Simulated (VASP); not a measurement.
# CO (P2_13) in VASP: single point with PBE

Aim: the single point of CO with PBE.

Program: VASP 6.6.1. These are calculated values, not measurements. Logs are shortened: lines on timing, memory, paths and dates and some standing lists are left out, and cuts for length are marked.

### Step 1. The cell of the first run

It takes space group P2_13 (No. 198, cubic). Conventional cell: a = 5.630 Å, b = 5.630 Å, c = 5.630 Å, α = 90.00°, β = 90.00°, γ = 90.00°. Within 1.4 Å of C (site symmetry 3) lie 1 O at 1.06 Å. Within 1.4 Å of O (site symmetry 3) lie 1 C at 1.06 Å.

### Step 2. Single point, PBE

Input file INCAR:

```
SYSTEM = CO
PREC     = Accurate       ! precision mode
ENCUT    = 1340           ! plane-wave cutoff, eV
EDIFF    = 1E-6           ! SCF threshold, eV
ISMEAR   = -5             ! smearing method
SIGMA    = 0.1            ! smearing width, eV
LREAL    = .FALSE.        ! projectors in reciprocal space
LASPH    = .TRUE.         ! aspherical terms in the spheres
NELM     = 120            ! most SCF steps
ALGO     = Normal         ! electronic algorithm
ISIF     = 2              ! what is computed and relaxed
LWAVE    = .FALSE.        ! write WAVECAR
LCHARG   = .FALSE.        ! write CHGCAR
GGA      = PE             ! functional
NBANDS   = 30             ! bands
GGA_COMPAT= .FALSE.
```

Input file KPOINTS:

```
Automatic mesh
0
Gamma
  3 3 3
  0.5 0.5 0.5
```

Input file POSCAR:

```
CO
1.0
    5.6300000000      0.0000000000      0.0000000000
    0.0000000000      5.6300000000      0.0000000000
    0.0000000000      0.0000000000      5.6300000000
C O
4 4
Direct
    0.9580000000      0.9580000000      0.9580000000
    0.5420000000      0.0420000000      0.4580000000
    0.4580000000      0.5420000000      0.0420000000
    0.0420000000      0.4580000000      0.5420000000
    0.0670000000      0.0670000000      0.0670000000
    0.4330000000      0.9330000000      0.5670000000
    0.5670000000      0.4330000000      0.9330000000
    0.9330000000      0.5670000000      0.4330000000
```

Potentials or basis: VASP PAW PBE potentials, release 64 (C_h, O_h).

Launch:

```console
$ cat potpaw_PBE.64/C_h/POTCAR potpaw_PBE.64/O_h/POTCAR > POTCAR
$ mpirun -np 1 vasp_std > vasp.out
```

OUTCAR:

```text
SYSTEM = CO
   PREC = Accurate
   ENCUT = 1340
   EDIFF = 1E-6
   ISMEAR = -5
   LREAL = .FALSE.
   LASPH = .TRUE.
   NELM = 120
   ISIF = 2
   GGA = PE

 ion  position               nearest neighbor table
   1  0.958  0.958  0.958-   5 1.06
   2  0.542  0.042  0.458-   6 1.06
   3  0.458  0.542  0.042-   7 1.06
   4  0.042  0.458  0.542-   8 1.06
   5  0.067  0.067  0.067-   1 1.06
   6  0.433  0.933  0.567-   2 1.06
   7  0.567  0.433  0.933-   3 1.06
   8  0.933  0.567  0.433-   4 1.06

  LATTYP: Found a simple cubic cell.
 ALAT       =     5.6300000000

  Lattice vectors:

 A1 = (   5.6300000000,   0.0000000000,   0.0000000000)
 A2 = (   0.0000000000,   5.6300000000,   0.0000000000)
 A3 = (   0.0000000000,   0.0000000000,   5.6300000000)

Analysis of symmetry for initial positions (statically):
=====================================================================
 Subroutine PRICEL returns:
 Original cell was already a primitive cell.

 Routine SETGRP: Setting up the symmetry group for a
 simple cubic supercell.

 Subroutine GETGRP returns: Found 12 space group operations
 (whereof  3 operations were pure point group operations)
 out of a pool of 48 trial point group operations.

The static configuration has the point symmetry C_3 .
 The point group associated with its full space group is T   .

Analysis of symmetry for dynamics (positions and initial velocities):
=====================================================================
 Subroutine PRICEL returns:
 Original cell was already a primitive cell.

 Routine SETGRP: Setting up the symmetry group for a
 simple cubic supercell.

 Subroutine GETGRP returns: Found 12 space group operations
 (whereof  3 operations were pure point group operations)
 out of a pool of 48 trial point group operations.

The dynamic configuration has the point symmetry C_3 .
 The point group associated with its full space group is T   .

 Subroutine INISYM returns: Found 12 space group operations
 (whereof  3 operations are pure point group operations),
 and found     1 'primitive' translations

----------------------------------------------------------------------------------------

                                     Primitive cell

  volume of cell :     178.4535

  direct lattice vectors                    reciprocal lattice vectors
     5.630000000  0.000000000  0.000000000     0.177619893  0.000000000  0.000000000
     0.000000000  5.630000000  0.000000000     0.000000000  0.177619893  0.000000000
     0.000000000  0.000000000  5.630000000     0.000000000  0.000000000  0.177619893

  length of vectors
     5.630000000  5.630000000  5.630000000     0.177619893  0.177619893  0.177619893

  position of ions in fractional coordinates (direct lattice)
     0.958000000  0.958000000  0.958000000
     0.542000000  0.042000000  0.458000000
     0.458000000  0.542000000  0.042000000
     0.042000000  0.458000000  0.542000000
     0.067000000  0.067000000  0.067000000
     0.433000000  0.933000000  0.567000000
     0.567000000  0.433000000  0.933000000
     0.933000000  0.567000000  0.433000000

  ion indices of the primitive-cell ions
   primitive index   ion index
                 1           1
                 2           2
                 3           3
                 4           4
                 5           5
                 6           6
                 7           7
                 8           8

----------------------------------------------------------------------------------------

 KPOINTS: Automatic mesh

Automatic generation of k-mesh.
 Grid dimensions read from file:
 generate k-points for:    3    3    3

 Generating k-lattice:

  Cartesian coordinates                     Fractional coordinates (reciprocal lattice)
     0.059206631  0.000000000  0.000000000     0.333333333  0.000000000  0.000000000
     0.000000000  0.059206631  0.000000000     0.000000000  0.333333333  0.000000000
     0.000000000  0.000000000  0.059206631     0.000000000  0.000000000  0.333333333

  Length of vectors
     0.059206631  0.059206631  0.059206631

  Shift w.r.t. Gamma in fractional coordinates (k-lattice)
     0.500000000  0.500000000  0.500000000

 TETIRR: Found     11 inequivalent tetrahedra from      162

 Subroutine IBZKPT returns following result:
 ===========================================

 Found      4 irreducible k-points:

 Following reciprocal coordinates:
            Coordinates               Weight
  0.166667  0.166667  0.166667      8.000000
  0.500000  0.166667  0.166667     12.000000
  0.500000  0.500000  0.166667      6.000000
  0.500000  0.500000  0.500000      1.000000
   k-points           NKPTS =      4   k-points in BZ     NKDIM =      4   number of bands    NBANDS=     30
   number of dos      NEDOS =    301   number of ions     NIONS =      8
   total plane-waves  NPLWV = 343000
   dimension x,y,z NGX =    70 NGY =   70 NGZ =   70
   dimension x,y,z NGXF=   140 NGYF=  140 NGZF=  140
   ions per type =               4   4
   NGX,Y,Z   is equivalent  to a cutoff of  20.67, 20.67, 20.67 a.u.
   NGXF,Y,Z  is equivalent  to a cutoff of  41.34, 41.34, 41.34 a.u.
 SYSTEM =  CO
   PREC   = accura    normal or accurate (medium, high low for compatibility)
   ISTART =      0    job   : 0-new  1-cont  2-samecut
   ICHARG =      2    charge: 1-file 2-atom 10-const
   ISPIN  =      1    spin polarized calculation?
   LNONCOLLINEAR =      F non collinear calculations
   LSORBIT =      F    spin-orbit coupling
   LASPH  =      T    aspherical Exc in radial PAW
   ENCUT  = 1340.0 eV  98.49 Ry    9.92 a.u.  16.80 16.80 16.80*2*pi/ulx,y,z
   NELM   =    120;   NELMIN=  2; NELMDL= -5     # of ELM steps
   EDIFF  = 0.1E-05   stopping-criterion for ELM
   LREAL  =      F    real-space projection
   EDIFFG = 0.1E-04   stopping-criterion for IOM
   NSW    =      0    number of steps for IOM
   IBRION =     -1    ionic relax: 0-MD 1-quasi-New 2-CG
   NFREE  =      0    steps in history (QN), initial steepest desc. (CG)
   ISIF   =      2    stress and relaxation
   ISYM   =      2    0-nonsym 1-usesym 2-fastsym
   POTIM  = 0.5000    time-step for ionic-motion
   TEBEG  =    0.0;   TEEND  =   0.0 temperature during run
   PSTRESS=    0.0 pullay stress
   NELECT =      40.0000    total number of electrons
   NUPDOWN=      -1.0000    fix difference up-down
   EMIN   =  10.00;   EMAX   =-10.00  energy-range for DOS
   EFERMI =   0.00;   METHOD = LEGACY
   ISMEAR =    -5;   SIGMA  =   0.10  broadening in eV -4-tet -1-fermi 0-gaus
   EFERMI_NEDOS =   21; number of points for ismear=-14 and -15
   IALGO  =     38    algorithm
   IMIX   =      4    mixing-type and parameters
     AMIX     =   0.40;   BMIX     =  1.00
     AMIX_MAG =   1.60;   BMIX_MAG =  1.00
  volume/ion in A,a.u.               =      22.31       150.53
  Fermi-wavevector in a.u.,A,eV,Ry     =   0.994458  1.879253 13.455436  0.988947
  Thomas-Fermi vector in A             =   2.126411
   LORBIT       =      0    0 simple, 1 ext, 2 COOP (PROOUT), +10 PAW based schemes
   GGA     = PE    functional components
   LHFCALC =     F    Hartree Fock is set to
   AEXX    =    0.0000 exact exchange contribution
   IVDW    =     0    specifies the selected vdW correction
   LEPSILON=     F    determine dielectric tensor
   LRPA    =     F    only Hartree local field effects (RPA)
 non-spin polarized calculation
 Fermi weights with tetrahedron method with Bloechl corrections
  energy-cutoff  :     1340.00
  volume of cell :      178.45
 maximum number of plane-waves:     19930
 NGX is ok and might be reduce to    70
   NGX = 33   NGY = 33   NGZ = 33

 number of electron      40.0000000 magnetization

 Free energy of the ion-electron system (eV)
  ---------------------------------------------------
  ext. energy  EPLUGINS =         0.00000000
  ---------------------------------------------------
  free energy    TOTEN  =       -58.45324939 eV

  energy without entropy =      -58.45324939  energy(sigma->0) =      -58.45324939

 E-fermi :  -4.7571     XC(G=0):  -6.4671

 val. band max:       -4.7641735497   @ k =   0.1667   0.1667   0.1667
 cond. band min:       1.7241913535   @ k =   0.1667   0.1667   0.1667
 fundamental gap:      6.4883649031
 Fermi energy:        -4.7571237885

 k-point     1 :       0.1667    0.1667    0.1667
  band No.  band energies     occupation
      1     -26.4424      2.00000
      2     -26.4144      2.00000
      3     -26.4081      2.00000
      4     -26.4035      2.00000
      5     -10.3190      2.00000
      6     -10.3018      2.00000
      7     -10.2876      2.00000
      8     -10.2134      2.00000
      9      -8.7520      2.00000
     10      -8.7461      2.00000
     11      -8.6619      2.00000
     12      -8.5562      2.00000
     13      -8.5491      2.00000
     14      -8.5315      2.00000
     15      -8.4550      2.00000
     16      -8.4270      2.00000
     17      -5.7089      2.00000
     18      -4.9716      2.00000
     19      -4.8599      2.00000
     20      -4.7642      2.00000
     21       1.7242      0.00000
     22       1.9649      0.00000
     23       2.3454      0.00000
     24       2.6655      0.00000
     25       2.6898      0.00000
     26       2.7186      0.00000
     27       3.1540      0.00000
     28       3.2130      0.00000
     29       5.4263      0.00000
     30       6.4169      0.00000

 k-point     2 :       0.5000    0.1667    0.1667
  band No.  band energies     occupation
      1     -26.4278      2.00000
      2     -26.4278      2.00000
      3     -26.4063      2.00000
      4     -26.4063      2.00000
      5     -10.3107      2.00000
      6     -10.3107      2.00000
      7     -10.2532      2.00000
      8     -10.2532      2.00000
      9      -8.7521      2.00000
     10      -8.7521      2.00000
     11      -8.6277      2.00000
     12      -8.6277      2.00000
     13      -8.5243      2.00000
     14      -8.5243      2.00000
     15      -8.4589      2.00000
     16      -8.4589      2.00000
     17      -5.3058      2.00000
     18      -5.3058      2.00000
     19      -4.8252      2.00000
     20      -4.8252      2.00000
     21       1.8655      0.00000
     22       1.8655      0.00000
     23       2.5533      0.00000
     24       2.5533      0.00000
     25       2.8160      0.00000
     26       2.8160      0.00000
     27       3.1235      0.00000
     28       3.1235      0.00000
     29       5.8012      0.00000
     30       5.8012      0.00000

 k-point     3 :       0.5000    0.5000    0.1667
  band No.  band energies     occupation
      1     -26.4233      2.00000
      2     -26.4233      2.00000
      3     -26.4107      2.00000
      4     -26.4107      2.00000
      5     -10.3060      2.00000
      6     -10.3060      2.00000
      7     -10.2706      2.00000
      8     -10.2706      2.00000
      9      -8.7575      2.00000
     10      -8.7575      2.00000
     11      -8.6716      2.00000
     12      -8.6716      2.00000
     13      -8.4847      2.00000
     14      -8.4847      2.00000
     15      -8.4410      2.00000
     16      -8.4410      2.00000
     17      -5.1724      2.00000
     18      -5.1724      2.00000
     19      -4.9611      2.00000
     20      -4.9611      2.00000
     21       2.0316      0.00000
     22       2.0316      0.00000
     23       2.4159      0.00000
     24       2.4159      0.00000
     25       2.9236      0.00000
     26       2.9236      0.00000
     27       3.0598      0.00000
     28       3.0598      0.00000
     29       5.8976      0.00000
     30       5.8976      0.00000

 k-point     4 :       0.5000    0.5000    0.5000
  band No.  band energies     occupation
      1     -26.4169      2.00000
      2     -26.4169      2.00000
      3     -26.4169      2.00000
      4     -26.4169      2.00000
      5     -10.2996      2.00000
      6     -10.2996      2.00000
      7     -10.2996      2.00000
      8     -10.2996      2.00000
      9      -8.7398      2.00000
     10      -8.7398      2.00000
     11      -8.7398      2.00000
     12      -8.7398      2.00000
     13      -8.4192      2.00000
     14      -8.4192      2.00000
     15      -8.4192      2.00000
     16      -8.4192      2.00000
     17      -5.0772      2.00000
     18      -5.0772      2.00000
     19      -5.0772      2.00000
     20      -5.0772      2.00000
     21       2.3127      0.00000
     22       2.3127      0.00000
     23       2.3127      0.00000
     24       2.3127      0.00000
     25       2.8971      0.00000
     26       2.8971      0.00000
     27       2.8971      0.00000
     28       2.8971      0.00000
     29       6.4390      0.00000
     30       6.4390      0.00000

------------------------ aborting loop because EDIFF is reached ----------------------------------------

  FORCE on cell =-STRESS in cart. coord.  units (eV):
  Direction    XX          YY          ZZ          XY          YZ          ZX
  --------------------------------------------------------------------------------------
  -------------------------------------------------------------------------------------
  Total       15.5864655     15.5864655     15.5864655      0.0000000      0.0000000      0.0000000
  in kB      139.9371553    139.9371553    139.9371553      0.0000000      0.0000000      0.0000000
  external PRESSURE =     139.9371553 kB  Pullay stress =       0.0000000 kB

 VOLUME and BASIS-vectors are now :
 -----------------------------------------------------------------------------
  energy-cutoff  :     1340.00
  volume of cell :      178.45
      direct lattice vectors                 reciprocal lattice vectors
     5.630000000  0.000000000  0.000000000     0.177619893  0.000000000  0.000000000
     0.000000000  5.630000000  0.000000000     0.000000000  0.177619893  0.000000000
     0.000000000  0.000000000  5.630000000     0.000000000  0.000000000  0.177619893

 POSITION                                       TOTAL-FORCE (eV/Angst)
 -----------------------------------------------------------------------------------
      5.39354      5.39354      5.39354        -6.168140     -6.168140     -6.168140
      3.05146      0.23646      2.57854         6.168140      6.168140     -6.168140
      2.57854      3.05146      0.23646        -6.168140      6.168140      6.168140
      0.23646      2.57854      3.05146         6.168140     -6.168140      6.168140
      0.37721      0.37721      0.37721         6.173977      6.173977      6.173977
      2.43779      5.25279      3.19221        -6.173977     -6.173977      6.173977
      3.19221      2.43779      5.25279         6.173977     -6.173977     -6.173977
      5.25279      3.19221      2.43779        -6.173977      6.173977     -6.173977
 -----------------------------------------------------------------------------------
    total drift:                               -0.000000     -0.000000      0.000000

  FREE ENERGIE OF THE ION-ELECTRON SYSTEM (eV)
  ---------------------------------------------------
  free  energy   TOTEN  =       -58.4532493918 eV

  energy  without entropy=      -58.4532493918  energy(sigma->0) =      -58.45324939
```

Run time: 90 s. Hardware: 1 thread of Intel Xeon Platinum 8488C (Sapphire Rapids), shared host; peak memory 0.67 GiB.

What came out:

```
Free energy            : -58.4532 eV
Pressure               : 14.0 GPa
Largest force          : 10.694 eV/Å
Band gap on the k mesh : 6.49 eV
```

Forces on the atoms (eV/Å):
```
C   -6.168 -6.168 -6.168
C    6.168  6.168 -6.168
C   -6.168  6.168  6.168
C    6.168 -6.168  6.168
O    6.174  6.174  6.174
O   -6.174 -6.174  6.174
O    6.174 -6.174 -6.174
O   -6.174  6.174 -6.174
```

Levels at points of the mesh, in eV from the valence-band top:
| k point | band 17 | band 18 | band 19 | band 20 | band 21 | band 22 | band 23 | band 24 |
| --- | --- | --- | --- | --- | --- | --- | --- | --- |
| (0.50, 0.50, 0.50) | -0.31 | -0.31 | -0.31 | -0.31 | 7.08 | 7.08 | 7.08 | 7.08 |

Caveat: the cell stands under pressure; this functional lacks dispersion, which holds the molecules together, so the pressure and a relaxed volume are unreliable; a shifted mesh leaves out Γ, where band edges can lie; forces of over 1 eV/Å act on the atoms, so gaps and moduli don't describe the material at rest. A k mesh can miss the band edges.
